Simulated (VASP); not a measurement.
Wanted: the native input for a VASP 6.6.1 run.

```
Task                   : single point
Functional             : PBEsol
Potentials or basis    : VASP PAW PBE potentials, release 64 (C)
Cutoff                 : 520 eV
k mesh                 : 13 × 13 × 7
Occupations            : fermi-dirac, width 0.05 eV
Spin                   : no spin polarisation
Dipole correction      : no
Further INCAR settings : ALGO = Normal; EDIFF = 1e-06; NBANDS = 16
```

The structure of C lies in POSCAR:

```
C
1.0
    2.3946383820      0.0000000000      0.0000000000
   -1.1973191910      2.0738176717      0.0000000000
    0.0000000000      0.0000000000      3.9871412096
C
4
Direct
    0.3333333333      0.6666666667      0.0627973083
    0.6666666667      0.3333333333      0.5627973083
    0.3333333333      0.6666666667      0.4372026917
    0.6666666667      0.3333333333      0.9372026917
```

This cell differs from its parent crystal: volume scaled by 0.88.

These files were run (other wordings do the same):

INCAR

```
SYSTEM = C
PREC = Accurate
ENCUT = 520
EDIFF = 1E-6
ISMEAR = -1
SIGMA = 0.05
LREAL = .FALSE.
LASPH = .TRUE.
NELM = 100
ALGO = Normal
ISIF = 2
LWAVE = .FALSE.
LCHARG = .FALSE.
GGA = PS
NBANDS = 16
```

KPOINTS

```
regular mesh
0
G
  13 13 7
  0 0 0
```

Potentials or basis: VASP PAW PBE potentials, release 64 (C).

Run with:

```console
$ cat potpaw_PBE.64/C/POTCAR > POTCAR
$ mpirun -np 1 vasp_std > vasp.out
```

It gave:

```yaml
Pressure: 74.5 GPa
Largest_force: 0.179 eV/Å
Band_gap_on_the_k_mesh: 2.70 eV, indirect (least direct gap 5.12 eV)
```

Caveat: the PAW data sets were made with another functional, which shifts forces and pressure a little.

Run time: 33 s on 1 thread of Intel Xeon 6975P-C, with other jobs on the host, peak memory 0.13 GiB.
